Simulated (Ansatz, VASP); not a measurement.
InP in VASP and in Ansatz

```xyz
2
Lattice="0.0000 2.9538 2.9538 2.9538 0.0000 2.9538 2.9538 2.9538 0.0000" Properties=species:S:1:pos:R:3 pbc="T T T"
In    0.0000    0.0000    0.0000
P     1.4769    1.4769    1.4769
```

Alike in both runs: task single point; functional r2SCAN; k mesh 8 × 8 × 8; no spin polarisation.

|  | VASP | Ansatz |
| --- | --- | --- |
| version | VASP 6.6.1 | Ansatz 0.2.0 |
| potentials or method | VASP PAW PBE potentials, release 64 (In_d, P) | plane waves, PAW |
| plane-wave cutoff (eV) | 520 | 500 |
| occupations | gaussian, width 0.01 eV | fixed |
| valence electrons in the cell | 18 | 18 |

VASP gave:

| Property | Result |
| --- | --- |
| gap on the k mesh at the Fermi level (eV) | 1.03 |
| pressure (GPa) | -0.1 |

Task: What did Ansatz give for the same quantities?

Result: gap on the k mesh at the Fermi level (eV): 1.03; pressure (GPa): 0.0.

VASP's potentials were made for PBE, not for r2SCAN.
